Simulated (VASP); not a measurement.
Crystal: O.

```
O
1.0
    -1.06229    1.06229    1.06229
     1.06229   -1.06229    1.06229
     1.06229    1.06229   -1.06229
O
1
Cartesian
  0.0000 0.0000 0.0000
```

This cell differs from its parent crystal: volume scaled by 0.68.

Base run:

```yaml
Program: VASP 6.6.1
Functional: LDA
Potentials_or_basis: VASP PAW LDA potentials, release 64 (O)
Cutoff: 520 eV
k_mesh: 21 × 21 × 21
Occupations: fermi-dirac, width 0.1 eV
Spin: no spin polarisation
```

Its results: band gap on the k mesh zero (band 3 reaches 13.58 eV, above the bottom of band 4 at 4.08 eV); pressure 186.6 GPa.

Question: The run is repeated on the same cell with these changes: occupations from fermi-dirac, width 0.1 eV to tetrahedron; further incar settings from ALGO = Normal; EDIFF = 1e-07; NBANDS = 9 to ALGO = Normal; EDIFF = 1e-06; NBANDS = 9. What comes out?

Answer: Band gap on the k mesh zero (band 3 reaches 13.59 eV, above the bottom of band 4 at 4.08 eV); pressure 188.7 GPa.
